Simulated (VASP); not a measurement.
# BeS (I-4m2) in VASP: a series of runs, part 2 of 2

VASP 6.6.1. Earlier steps stand in the parts before.

## (3) Single point, r2SCAN (strain +0.000 along x and y, -0.015 along z)

File POSCAR:

```
BeS
1.0
    0.0000000000      2.4250000000      2.3886250000
    2.4250000000      0.0000000000      2.3886250000
    2.4250000000      2.4250000000      0.0000000000
Be S
1 1
Direct
    0.0000000000      0.0000000000      0.0000000000
    0.7500000000      0.7500000000      0.7500000000
```

File INCAR.step1:

```
SYSTEM = BeS
  PREC = Accurate
  ENCUT = 520
  ISMEAR = 0
  SIGMA = 0.05
  LREAL = .False.
  LASPH = .True.
  NELM = 80
  NBANDS = 11
  GGA = PE
  ALGO = Normal
  EDIFF = 1E-4
  LWAVE = .True.
  LCHARG = .False.
```

File INCAR.step2:

```
SYSTEM = BeS
  PREC = Accurate
  ENCUT = 520
  EDIFF = 1E-7
  ISMEAR = 0
  SIGMA = 0.05
  LREAL = .False.
  LASPH = .True.
  NELM = 80
  ALGO = Normal
  ISIF = 2
  LWAVE = .False.
  LCHARG = .False.
  METAGGA = R2SCAN
  LMIXTAU = .True.
  NBANDS = 11
  ISTART = 1
```

File KPOINTS:

```
regular mesh
0
Gamma
  8 8 8
  0 0 0
```

Potentials or basis: VASP PAW PBE potentials, release 64 (Be, S).

Started as:

```console
$ cat potpaw_PBE.64/Be/POTCAR potpaw_PBE.64/S/POTCAR > POTCAR
$ cp INCAR.step1 INCAR
$ mpirun -np 1 vasp_std > vasp.out
$ cp INCAR.step2 INCAR
$ mpirun -np 1 vasp_std > vasp.out
```

OUTCAR:

```text
SYSTEM = BeS
   PREC = Accurate
   ENCUT = 520
   EDIFF = 1E-7
   ISMEAR = 0
   LREAL = .False.
   LASPH = .True.
   NELM = 80
   ISIF = 2
   METAGGA = R2SCAN
   ISTART = 1

 ion  position               nearest neighbor table
   1  0.000  0.000  0.000-   2 2.09   2 2.09   2 2.09   2 2.09
   2  0.750  0.750  0.750-   1 2.09   1 2.09   1 2.09   1 2.09

  LATTYP: Found a body centered tetragonal cell.
 ALAT       =     3.4294678888
 C/A-ratio  =     1.3930003589

  Lattice vectors:

 A1 = (   0.0000000000,  -2.4250000000,  -2.3886250000)
 A2 = (   0.0000000000,   2.4250000000,  -2.3886250000)
 A3 = (   2.4250000000,   0.0000000000,   2.3886250000)

Analysis of symmetry for initial positions (statically):
=====================================================================
 Subroutine PRICEL returns:
 Original cell was already a primitive cell.

 Routine SETGRP: Setting up the symmetry group for a
 body centered tetragonal supercell.

 Subroutine GETGRP returns: Found  8 space group operations
 (whereof  8 operations were pure point group operations)
 out of a pool of 16 trial point group operations.

The static configuration has the point symmetry D_2d.

Analysis of symmetry for dynamics (positions and initial velocities):
[... 166 lines left out ...]

 k-point     1 :       0.0000    0.0000    0.0000
  band No.  band energies     occupation
      1     -10.2765      2.00000
      2       4.0993      2.00000
      3       4.0993      2.00000
      4       4.1820      2.00000
      5      10.3658      0.00000
      6      10.3811      0.00000
      7      10.3811      0.00000
      8      10.9516      0.00000
      9      17.4056      0.00000
     10      17.7457      0.00000
     11      20.1624      0.00000
[... 309 lines left out ...]
 k-point    24 :       0.3750    0.0000    0.1250
  band No.  band energies     occupation
      1      -8.9876      2.00000
      2      -0.5154      2.00000
      3       2.7018      2.00000
      4       2.7859      2.00000
      5      10.2942      0.00000
      6      11.6992      0.00000
      7      12.4320      0.00000
      8      13.7893      0.00000
      9      17.8898      0.00000
     10      19.0542      0.00000
     11      20.2944      0.00000

 [... further k-points ...]
[... 5 lines left out ...]
  --------------------------------------------------------------------------------------
  -------------------------------------------------------------------------------------
  Total        0.4412364      0.4412364      0.7018125      0.0000000     -0.0000000      0.0000000
  in kB       25.1640451     25.1640451     40.0248976      0.0000000     -0.0000000      0.0000000
  external PRESSURE =      30.1176626 kB  Pullay stress =       0.0000000 kB

 VOLUME and BASIS-vectors are now :
 -----------------------------------------------------------------------------
  energy-cutoff  :      520.00
  volume of cell :       28.09
      direct lattice vectors                 reciprocal lattice vectors
     0.000000000  2.425000000  2.388625000    -0.206185567  0.206185567  0.209325449
     2.425000000  0.000000000  2.388625000     0.206185567 -0.206185567  0.209325449
     2.425000000  2.425000000  0.000000000     0.206185567  0.206185567 -0.209325449

 POSITION                                       TOTAL-FORCE (eV/Angst)
 -----------------------------------------------------------------------------------
      0.00000      0.00000      0.00000        -0.000000     -0.000000     -0.000000
      3.63750      3.63750      3.58294         0.000000      0.000000      0.000000
 -----------------------------------------------------------------------------------
    total drift:                               -0.000000     -0.000000     -0.000000

  FREE ENERGIE OF THE ION-ELECTRON SYSTEM (eV)
  ---------------------------------------------------
  free  energy   TOTEN  =       -14.7773793634 eV

  energy  without entropy=      -14.7773793634  energy(sigma->0) =      -14.77737936
```

OSZICAR.step1:

```text
N       E                     dE             d eps       ncg     rms          rms(c)
DAV:   1     0.203033130757E+02    0.20303E+02   -0.37292E+03  1306   0.612E+02
DAV:   2    -0.905951590893E+01   -0.29363E+02   -0.27907E+02  1773   0.116E+02
DAV:   3    -0.101804718154E+02   -0.11210E+01   -0.11190E+01  1671   0.225E+01
DAV:   4    -0.101865673247E+02   -0.60955E-02   -0.60944E-02  1635   0.194E+00
DAV:   5    -0.101866138897E+02   -0.46565E-04   -0.46565E-04  1698   0.163E-01    0.579E+00
DAV:   6    -0.100457880311E+02    0.14083E+00   -0.11487E-01  1511   0.165E+00    0.394E+00
DAV:   7    -0.100021344312E+02    0.43654E-01   -0.12459E-01  1616   0.186E+00    0.982E-01
DAV:   8    -0.100032840913E+02   -0.11497E-02   -0.65923E-03  1677   0.424E-01    0.151E-01
DAV:   9    -0.100033751048E+02   -0.91014E-04   -0.49955E-04  1592   0.142E-01
   1 F= -.10003375E+02 E0= -.10003375E+02  d E =-.108866E-18
```

Run time: 77 s. Hardware: 1 thread of Intel Xeon Platinum 8488C (Sapphire Rapids), shared host; peak memory 0.16 GiB.

What came out:

```yaml
Free_energy: -14.7774 eV
Pressure: 3.0 GPa
Band_gap_on_the_k_mesh: 3.40 eV, indirect (least direct gap 6.18 eV)
```

Stress tensor (GPa, compression positive):
```
2.52 0.00 0.00
0.00 2.52 0.00
0.00 0.00 4.00
```

Caveat: the cell differs from its parent crystal (strain +0.000 along x and y, -0.015 along z); the PAW data sets were made with another functional, which shifts forces and pressure a little. A k mesh can miss the band edges.

## (4) Single point, r2SCAN (strain +0.000 along x and y, +0.015 along z)

File POSCAR:

```
BeS
1.0
    0.0000000000      2.4250000000      2.4613750000
    2.4250000000      0.0000000000      2.4613750000
    2.4250000000      2.4250000000      0.0000000000
Be S
1 1
Direct
    0.0000000000      0.0000000000      0.0000000000
    0.7500000000      0.7500000000      0.7500000000
```

File INCAR.step1:

```
PREC = Accurate ; ENCUT = 520
ISMEAR = 0 ; SIGMA = 0.05
LREAL = False ; LASPH = True
NELM = 80 ; NBANDS = 11
GGA = PE ; ALGO = Normal
EDIFF = 1E-4 ; LWAVE = True
LCHARG = False
```

File INCAR.step2:

```
PREC = Accurate ; ENCUT = 520
EDIFF = 1E-6 ; ISMEAR = 0
SIGMA = 0.05 ; LREAL = False
LASPH = True ; NELM = 80
ALGO = Normal ; ISIF = 2
LWAVE = False ; LCHARG = False
METAGGA = R2SCAN ; LMIXTAU = True
NBANDS = 11 ; ISTART = 1
```

File KPOINTS:

```
regular mesh
0
Gamma
  8 8 8
```

Started as:

```console
$ cat potpaw_PBE.64/Be/POTCAR potpaw_PBE.64/S/POTCAR > POTCAR
$ cp INCAR.step1 INCAR
$ mpirun -np 1 vasp_std > vasp.out
$ cp INCAR.step2 INCAR
$ mpirun -np 1 vasp_std > vasp.out
```

Wall time 79 s (1 thread of Intel Xeon Platinum 8488C (Sapphire Rapids), shared host); peak memory 0.16 GiB.

Results (log left out):

- Free energy: -14.7853 eV
- Pressure: -0.1 GPa
- Band gap on the k mesh: 3.54 eV, indirect (least direct gap 6.23 eV)

Stress tensor (GPa, compression positive):
```
 0.44  0.00  0.00
 0.00  0.44  0.00
 0.00  0.00 -1.07
```

Levels at points of the mesh, in eV from the valence-band top:
```
           k point  band 1  band 2  band 3  band 4  band 5  band 6  band 7  band 8
(0.00, 0.00, 0.00)  -14.22   -0.08    0.00    0.00    6.23    6.23    6.25    6.52
(0.50, 0.00, 0.00)  -12.59   -5.89   -1.14   -0.99    6.00    7.07    7.19   11.96
(0.50, 0.50, 0.00)  -12.08   -5.21   -2.61   -2.61    3.66    5.46   13.71   13.71
(0.50, 0.00, 0.50)  -12.00   -5.10   -2.74   -2.72    3.54    5.32   13.65   13.76
```

Caveat: the cell differs from its parent crystal (strain +0.000 along x and y, +0.015 along z); the PAW data sets were made with another functional, which shifts forces and pressure a little. A k mesh can miss the band edges.

## (5) Summary

```csv
cell,gap on the mesh (eV),pressure (GPa)
"a = 3.456, b = 3.456, c = 3.378 Å, angles 60.7, 60.7, 58.5°, 2 atoms",3.37,1.5
"a = 3.404, b = 3.404, c = 3.429 Å, angles 59.8, 59.8, 60.5°, 2 atoms",3.40,3.0
"a = 3.455, b = 3.455, c = 3.429 Å, angles 60.2, 60.2, 59.5°, 2 atoms",3.54,-0.1
```

Alike in all rows: task single point; level r2SCAN; potentials or basis VASP PAW PBE potentials, release 64 (Be, S); no spin polarisation; k mesh 8 × 8 × 8; cutoff (eV) 520; smearing gaussian 0.05 eV.

Caveats: the PAW data sets were made with another functional, which shifts forces and pressure a little.

Absolute energies hang on the potentials; compare differences alone.
